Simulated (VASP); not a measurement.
C, 2 atoms in the cell. The structure is cubic, space group Fd-3m (No. 227). The conventional cell has a = 3.567 Å, b = 3.567 Å, c = 3.567 Å, α = 90.00°, β = 90.00°, γ = 90.00°. Within 2.1 Å of C (site symmetry -43m) lie 4 C at 1.54 Å. 

| Property | Result |
| --- | --- |
| Program | VASP 6.6.1 |
| Task | single point |
| Functional | r2SCAN |
| Potentials or basis | VASP PAW PBE potentials, release 64 (C) |
| Cutoff | 660 eV |
| k mesh | 12 × 12 × 12 |
| Occupations | gaussian, width 0.02 eV |
| Spin | no spin polarisation |
| Dipole correction | no |
| Further INCAR settings | ALGO = Normal; EDIFF = 1e-06; NBANDS = 11 |

Potentials or basis: VASP PAW PBE potentials, release 64 (C).

Launch:

```sh
$ cat potpaw_PBE.64/C/POTCAR > POTCAR
$ cp INCAR.step1 INCAR
$ mpirun -np 1 vasp_std > vasp.out
$ cp INCAR.step2 INCAR
$ mpirun -np 1 vasp_std > vasp.out
```

Hardware: 1 thread of Intel(R) Xeon(R) 6975P-C (Granite Rapids), with other jobs on the host.

Problem. How long does it take, and how much memory?

Solution. Run time: 19 s on 1 thread of Intel(R) Xeon(R) 6975P-C (Granite Rapids), with other jobs on the host, peak memory 0.13 GiB. Counts: k points 72.
